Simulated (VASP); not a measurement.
A run of VASP 6.6.1 is set up as follows.

INCAR

```
SYSTEM = W
  ALGO = Fast
  EDIFF = 1E-6
  ENCUT = 520
  GGA = PS
  ISIF = 2
  ISMEAR = 0
  LASPH = .TRUE.
  LCHARG = .TRUE.
  LELF = .TRUE.
  LREAL = .FALSE.
  LVHAR = .TRUE.
  LWAVE = .FALSE.
  NBANDS = 66
  NELM = 100
  PREC = Accurate
  SIGMA = 0.15
```

The input KPOINTS:

```
k-points
0
G
  8 8 8
  0 0 0
```

File POSCAR:

```
W
1.0
    4.6294799416      0.0000000000      0.0000000000
    0.0000000000      4.6294799416      0.0000000000
    0.0000000000      0.0000000000      5.0320434148
W
8
Direct
    0.0000000000      0.0000000000      0.0000000000
    0.5000000000      0.5000000000      0.5000000000
    0.0000000000      0.5000000000      0.2500000000
    0.0000000000      0.5000000000      0.7500000000
    0.2500000000      0.0000000000      0.5000000000
    0.7500000000      0.0000000000      0.5000000000
    0.5000000000      0.7500000000      0.0000000000
    0.5000000000      0.2500000000      0.0000000000
```

Potentials or basis: VASP PAW PBE potentials, release 64 (W_sv).

The run is started by

```console
$ cat potpaw_PBE.64/W_sv/POTCAR > POTCAR
$ mpirun -np 1 vasp_std > vasp.out
```

Problem. Predict the pressure.

Solution. 79.8 GPa.

Problem. Predict the largest force.

Solution. 0.366 eV/Å.

Problem. What does it give for the band gap on the k mesh?

Solution. Zero (bands 56 and 57 overlap by 1.43 eV).

Forces in eV/Å, atoms in the order of the input:
```
W    0.000  0.000  0.000
W    0.000  0.000  0.000
W    0.000  0.000  0.000
W    0.000  0.000  0.000
W   -0.366  0.000  0.000
W    0.366  0.000  0.000
W    0.000 -0.366  0.000
W    0.000  0.366  0.000
```

Caveat: the cell differs from its parent crystal (strain -0.080 along x and y, +0.000 along z); the cell stands under pressure; the PAW data sets were made with another functional, which shifts forces and pressure a little; spin-orbit coupling is left out, which moves the levels of the heavy elements.
